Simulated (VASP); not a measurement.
# AlGa3P4 (I-42m) in VASP: a series of runs

AlGa3P4 is run at these levels: PBE; tasks: single point.

Program: VASP 6.6.1. These are calculated values, not measurements. Logs are shortened: lines on timing, memory, paths and dates and some standing lists are left out, and cuts for length are marked.

## Step 1: The cell of the first run

The structure is tetragonal, space group I-42m (No. 121). The conventional cell has a = 5.277 Å, b = 5.277 Å, c = 10.555 Å, α = 90.00°, β = 90.00°, γ = 90.00°. Al (site symmetry -42m) has 4 P at 2.28 Å within 3.0 Å. Within 3.0 Å of Ga (site symmetry -42m) lie 4 P at 2.29 Å. Ga (site symmetry -4) has 4 P at 2.29 Å within 3.0 Å. Within 3.0 Å of P (site symmetry m) lie 1 Al at 2.28 Å and 3 Ga at 2.29 Å.

## Step 2: Single point, PBE (18.37 Å³/atom)

The input, INCAR:

```
ALGO     = Normal         # electronic algorithm
EDIFF    = 1E-6           # SCF threshold, eV
ENCUT    = 520            # plane-wave cutoff, eV
GGA      = PE             # functional
ISIF     = 2              # what is computed and relaxed
ISMEAR   = 0              # smearing method
LASPH    = True           # aspherical terms in the spheres
LCHARG   = False          # write CHGCAR
LREAL    = False          # projectors in reciprocal space
LWAVE    = False          # write WAVECAR
NBANDS   = 41             # bands
NELM     = 80             # most SCF steps
PREC     = Accurate       # precision mode
SIGMA    = 0.02           # smearing width, eV
```

The input, KPOINTS:

```
k-points
0
Gamma
  8 8 8
```

The input, POSCAR:

```
AlGa3P4
1.0
   -2.6387468333      2.6387468333      5.2773973195
    2.6387468333     -2.6387468333      5.2773973195
    2.6387468333      2.6387468333     -5.2773973195
Al Ga P
1 3 4
Direct
    0.5000000000      0.5000000000      0.0000000000
    0.0000000000      0.0000000000      0.0000000000
    0.2500000000      0.7500000000      0.5000000000
    0.7500000000      0.2500000000      0.5000000000
    0.1252536156      0.1252536156      0.5002435399
    0.3749899243      0.8747463844      0.0000000000
    0.6250100757      0.6250100757      0.4997564601
    0.8747463844      0.3749899243      0.0000000000
```

Potentials or basis: VASP PAW PBE potentials, release 64 (Al, Ga_d, P).

Run with:

```sh
cat potpaw_PBE.64/Al/POTCAR potpaw_PBE.64/Ga_d/POTCAR potpaw_PBE.64/P/POTCAR > POTCAR
mpirun -np 1 vasp_std > vasp.out
```

OUTCAR:

```text
EDIFF = 1E-6
   ENCUT = 520
   GGA = PE
   ISIF = 2
   ISMEAR = 0
   LASPH = True
   LREAL = False
   NELM = 80
   PREC = Accurate

 ion  position               nearest neighbor table
   1  0.500  0.500  0.000-   5 2.28   6 2.28   8 2.28   7 2.28
   2  0.000  0.000  0.000-   5 2.29   6 2.29   8 2.29   7 2.29
   3  0.250  0.750  0.500-   7 2.29   6 2.29   8 2.29   5 2.29
   4  0.750  0.250  0.500-   7 2.29   8 2.29   6 2.29   5 2.29
   5  0.125  0.125  0.500-   1 2.28   2 2.29   4 2.29   3 2.29
   6  0.375  0.875  0.000-   1 2.28   2 2.29   4 2.29   3 2.29
   7  0.625  0.625  0.500-   1 2.28   2 2.29   3 2.29   4 2.29
   8  0.875  0.375  0.000-   1 2.28   2 2.29   3 2.29   4 2.29

  LATTYP: Found a body centered tetragonal cell.
 ALAT       =     5.2774936666
 C/A-ratio  =     1.9999634876

  Lattice vectors:

 A1 = (  -2.6387468333,   2.6387468333,   5.2773973195)
 A2 = (   2.6387468333,  -2.6387468333,   5.2773973195)
 A3 = (   2.6387468333,   2.6387468333,  -5.2773973195)

Analysis of symmetry for initial positions (statically):
=====================================================================
 Subroutine PRICEL returns:
 Original cell was already a primitive cell.

 Routine SETGRP: Setting up the symmetry group for a
 body centered tetragonal supercell.

 Subroutine GETGRP returns: Found  8 space group operations
 (whereof  8 operations were pure point group operations)
 out of a pool of 16 trial point group operations.

The static configuration has the point symmetry D_2d.

Analysis of symmetry for dynamics (positions and initial velocities):
=====================================================================
 Subroutine PRICEL returns:
 Original cell was already a primitive cell.

 Routine SETGRP: Setting up the symmetry group for a
 body centered tetragonal supercell.

 Subroutine GETGRP returns: Found  8 space group operations
 (whereof  8 operations were pure point group operations)
 out of a pool of 16 trial point group operations.

The dynamic configuration has the point symmetry D_2d.

 Subroutine INISYM returns: Found  8 space group operations
 (whereof  8 operations are pure point group operations),
 and found     1 'primitive' translations

[... 109 lines left out ...]
   NSW    =      0    number of steps for IOM
   IBRION =     -1    ionic relax: 0-MD 1-quasi-New 2-CG
   NFREE  =      0    steps in history (QN), initial steepest desc. (CG)
   ISIF   =      2    stress and relaxation
   ISYM   =      2    0-nonsym 1-usesym 2-fastsym
   POTIM  = 0.5000    time-step for ionic-motion
   TEBEG  =    0.0;   TEEND  =   0.0 temperature during run
   PSTRESS=    0.0 pullay stress
   NELECT =      62.0000    total number of electrons
   NUPDOWN=      -1.0000    fix difference up-down
   EMIN   =  10.00;   EMAX   =-10.00  energy-range for DOS
   EFERMI =   0.00;   METHOD = LEGACY
   ISMEAR =     0;   SIGMA  =   0.02  broadening in eV -4-tet -1-fermi 0-gaus
   EFERMI_NEDOS =   21; number of points for ismear=-14 and -15
   IALGO  =     38    algorithm
   IMIX   =      4    mixing-type and parameters
     AMIX     =   0.40;   BMIX     =  1.00
     AMIX_MAG =   1.60;   BMIX_MAG =  1.00
  volume/ion in A,a.u.               =      18.37       123.99
  Fermi-wavevector in a.u.,A,eV,Ry     =   1.227760  2.320131 20.509365  1.507396
  Thomas-Fermi vector in A             =   2.362712
   LORBIT       =      0    0 simple, 1 ext, 2 COOP (PROOUT), +10 PAW based schemes
   GGA     = PE    functional components
   LHFCALC =     F    Hartree Fock is set to
   AEXX    =    0.0000 exact exchange contribution
   IVDW    =     0    specifies the selected vdW correction
   LEPSILON=     F    determine dielectric tensor
   LRPA    =     F    only Hartree local field effects (RPA)
 non-spin polarized calculation
 Gauss-broadening in eV      SIGMA  =   0.02
  energy-cutoff  :      520.00
  volume of cell :      146.99
 maximum number of plane-waves:      3992
   NGX = 25   NGY = 25   NGZ = 25

 number of electron      61.9999987 magnetization

 Free energy of the ion-electron system (eV)
  ---------------------------------------------------
  ext. energy  EPLUGINS =         0.00000000
  ---------------------------------------------------
  free energy    TOTEN  =       -37.01011737 eV

  energy without entropy =      -37.01011737  energy(sigma->0) =      -37.01011737

 E-fermi :   5.8031     XC(G=0): -10.1146

 val. band max:        5.6517976463   @ k =   0.0000   0.0000   0.0000
 cond. band min:       7.0746382229   @ k =   0.5000   0.5000   0.5000
 fundamental gap:      1.4228405765
 Fermi energy:         5.8031323120

 k-point     1 :       0.0000    0.0000    0.0000
  band No.  band energies     occupation
      1      -9.0782      2.00000
      2      -9.0617      2.00000
      3      -9.0617      2.00000
      4      -8.9462      2.00000
      5      -8.9462      2.00000
      6      -8.9373      2.00000
[... 1045 lines left out ...]
     40      11.4063      0.00000
     41      11.5705      0.00000

 [... further k-points ...]

------------------------ aborting loop because EDIFF is reached ----------------------------------------

  FORCE on cell =-STRESS in cart. coord.  units (eV):
  Direction    XX          YY          ZZ          XY          YZ          ZX
  --------------------------------------------------------------------------------------
  -------------------------------------------------------------------------------------
  Total       12.0236769     12.0236769     12.0248996      0.0000000      0.0000000      0.0000000
  in kB      131.0607487    131.0607487    131.0740765      0.0000000      0.0000000      0.0000000
  external PRESSURE =     131.0651913 kB  Pullay stress =       0.0000000 kB

 VOLUME and BASIS-vectors are now :
 -----------------------------------------------------------------------------
  energy-cutoff  :      520.00
  volume of cell :      146.99
      direct lattice vectors                 reciprocal lattice vectors
    -2.638746833  2.638746833  5.277397320     0.000000000  0.189483884  0.094743672
     2.638746833 -2.638746833  5.277397320     0.189483884  0.000000000  0.094743672
     2.638746833  2.638746833 -5.277397320     0.189483884  0.189483884  0.000000000

 POSITION                                       TOTAL-FORCE (eV/Angst)
 -----------------------------------------------------------------------------------
      0.00000      0.00000      5.27740         0.000000      0.000000     -0.000000
      0.00000      0.00000      0.00000         0.000000      0.000000     -0.000000
      2.63875      0.00000      2.63870         0.000000      0.000000     -0.000000
      0.00000      2.63875      2.63870        -0.000000      0.000000     -0.000000
      1.32002      1.32002     -1.31796        -0.004133     -0.004133     -0.001430
      1.31873     -1.31873      6.59536         0.004133     -0.004133      0.001430
      1.31873      1.31873      3.95944         0.004133      0.004133     -0.001430
     -1.31873      1.31873      6.59536        -0.004133      0.004133      0.001430
 -----------------------------------------------------------------------------------
    total drift:                               -0.000003     -0.000003     -0.000004

  FREE ENERGIE OF THE ION-ELECTRON SYSTEM (eV)
  ---------------------------------------------------
  free  energy   TOTEN  =       -37.0101173729 eV

  energy  without entropy=      -37.0101173729  energy(sigma->0) =      -37.01011737
```

OSZICAR:

```text
N       E                     dE             d eps       ncg     rms          rms(c)
DAV:   1     0.515621696231E+03    0.51562E+03   -0.27859E+04  5394   0.211E+03
DAV:   2     0.426657017026E+02   -0.47296E+03   -0.44809E+03  5190   0.549E+02
DAV:   3    -0.338769004061E+02   -0.76543E+02   -0.73557E+02  5843   0.157E+02
DAV:   4    -0.382093054541E+02   -0.43324E+01   -0.43036E+01  6155   0.386E+01
DAV:   5    -0.383450882322E+02   -0.13578E+00   -0.13564E+00  6579   0.656E+00    0.976E+00
DAV:   6    -0.371534979959E+02    0.11916E+01   -0.19897E+00  7203   0.173E+01    0.614E+00
DAV:   7    -0.370082429755E+02    0.14526E+00   -0.12410E+00  5690   0.458E+00    0.254E+00
DAV:   8    -0.370093226964E+02   -0.10797E-02   -0.18053E-01  6161   0.471E+00    0.682E-01
DAV:   9    -0.370096395245E+02   -0.31683E-03   -0.23303E-02  6796   0.227E+00    0.143E-01
DAV:  10    -0.370098482004E+02   -0.20868E-03   -0.30005E-03  5906   0.392E-01    0.105E-01
DAV:  11    -0.370101122405E+02   -0.26404E-03   -0.49373E-04  6217   0.109E-01    0.578E-02
DAV:  12    -0.370101161714E+02   -0.39308E-05   -0.74138E-05  7201   0.113E-01    0.341E-02
DAV:  13    -0.370101168062E+02   -0.63481E-06   -0.10732E-05  5811   0.262E-02    0.142E-02
DAV:  14    -0.370101173729E+02   -0.56671E-06   -0.24018E-06  5056   0.224E-02
   1 F= -.37010117E+02 E0= -.37010117E+02  d E =-.600181E-29
```

Run time: 9.8 min. Hardware: 1 thread of Intel Xeon 8259CL, shared host; peak memory 0.51 GiB.

What came out:

```yaml
Free_energy: -37.0101 eV
Pressure: 13.1 GPa
Largest_force: 0.006 eV/Å
Band_gap_on_the_k_mesh: 1.42 eV (least direct gap 1.44 eV)
```

Forces on the atoms (eV/Å):
```
Al   0.000  0.000  0.000
Ga   0.000  0.000  0.000
Ga   0.000  0.000  0.000
Ga   0.000  0.000  0.000
P   -0.004 -0.004 -0.001
P    0.004 -0.004  0.001
P    0.004  0.004 -0.001
P   -0.004  0.004  0.001
```

Caveat: the cell stands under pressure. A k mesh can miss the band edges.

## Step 3: Single point, PBE (19.00 Å³/atom)

This run uses another cell than the first one, of 19.00 Å³/atom.

The input, INCAR:

```
SYSTEM = AlGa3P4
  PREC = Accurate
  ENCUT = 520
  EDIFF = 1E-7
  ISMEAR = 0
  SIGMA = 0.02
  LREAL = .FALSE.
  LASPH = .TRUE.
  NELM = 80
  ALGO = Normal
  ISIF = 2
  LWAVE = .FALSE.
  LCHARG = .FALSE.
  GGA = PE
  NBANDS = 41
```

The input, KPOINTS:

```
regular mesh
0
G
  8 8 8
  0 0 0
```

The input, POSCAR:

```
AlGa3P4
1.0
   -2.6683830443      2.6683830443      5.3367593279
    2.6683830443     -2.6683830443      5.3367593279
    2.6683830443      2.6683830443     -5.3367593279
Al Ga P
1 3 4
Direct
    0.5000000000      0.5000000000      0.0000000000
    0.0000000000      0.0000000000      0.0000000000
    0.2500000000      0.7500000000      0.5000000000
    0.7500000000      0.2500000000      0.5000000000
    0.1254462208      0.1254462208      0.5005118789
    0.3750656581      0.8745537792      0.0000000000
    0.6249343419      0.6249343419      0.4994881211
    0.8745537792      0.3750656581      0.0000000000
```

Potentials or basis: VASP PAW PBE potentials, release 64 (Al, Ga_d, P).

Run with:

```sh
cat potpaw_PBE.64/Al/POTCAR potpaw_PBE.64/Ga_d/POTCAR potpaw_PBE.64/P/POTCAR > POTCAR
mpirun -np 1 vasp_std > vasp.out
```

Wall time 17 min (1 thread of Intel Xeon 8259CL, shared host); peak memory 0.53 GiB.

It converged, with:

| Item | Value |
| --- | --- |
| Free energy | -37.3549 eV |
| Pressure | 9.0 GPa |
| Largest force | 0.014 eV/Å |
| Band gap on the k mesh | 1.50 eV (least direct gap 1.52 eV) |

Forces in eV/Å, atoms in the order of the input:
```
Al   0.000  0.000  0.000
Ga   0.000  0.000  0.000
Ga   0.000  0.000  0.000
Ga   0.000  0.000  0.000
P   -0.009 -0.009 -0.006
P    0.009 -0.009  0.006
P    0.009  0.009 -0.006
P   -0.009  0.009  0.006
```

Levels at points of the mesh, in eV from the valence-band top:
| k point | band 27 | band 28 | band 29 | band 30 | band 31 | band 32 | band 33 | band 34 | band 35 | band 36 |
| --- | --- | --- | --- | --- | --- | --- | --- | --- | --- | --- |
| (0.00, 0.00, 0.00) | -2.74 | -2.74 | -0.02 | 0.00 | 0.00 | 1.52 | 1.84 | 2.79 | 4.06 | 4.07 |
| (0.50, 0.00, 0.00) | -2.45 | -2.39 | -2.34 | -1.31 | -1.22 | 3.33 | 3.41 | 3.79 | 3.88 | 4.46 |
| (0.50, 0.50, 0.00) | -1.20 | -1.13 | -1.12 | -1.07 | -1.06 | 1.92 | 2.30 | 3.41 | 3.56 | 4.61 |
| (0.50, 0.50, 0.50) | -2.72 | -1.79 | -1.79 | -1.64 | -1.64 | 1.50 | 1.50 | 1.65 | 1.92 | 2.20 |

Caveat: the cell stands under pressure. A k mesh can miss the band edges.
